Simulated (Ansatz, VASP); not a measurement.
## KRe: VASP beside Ansatz

```xyz
6
Lattice="5.9343 0.0000 0.0000 -2.9671 5.1393 0.0000 0.0000 0.0000 4.7879" Properties=species:S:1:pos:R:3 pbc="T T T"
K     2.9671    0.0000    0.0000
K     1.4836    2.5696    0.0000
K    -1.4836    2.5696    0.0000
Re    0.0000    0.0000    0.0000
Re    0.0000    3.4262    2.3939
Re    2.9671    1.7131    2.3939
```

Alike in both runs: task single point; functional PBE; k mesh 6 × 6 × 4; occupations gaussian, width 0.1 eV; no spin polarisation.

```csv
,VASP,Ansatz
version,VASP 6.6.1,Ansatz 0.2.0
potentials or method,"VASP PAW PBE potentials, release 64 (K_sv, Re), cutoff 520 eV","scalar-relativistic, plane waves, PAW"
valence electrons in the cell,48,72
```

|  | VASP | Ansatz | Ansatz less VASP |
| --- | --- | --- | --- |
| gap on the k mesh at the Fermi level (eV) | none | none | - |
| pressure (GPa) | 5.1 | 4.9 | -0.25 |
| traceless stress, the component that is largest in VASP (GPa) | 10.99 | 11.09 | +0.107 |

A gap of «none» marks a metal or a gap that the smearing closes. VASP's potentials hold 48 valence electrons a cell and Ansatz's 72, so a difference there can come from the potentials and not from the codes.

Spin-orbit coupling is off throughout.
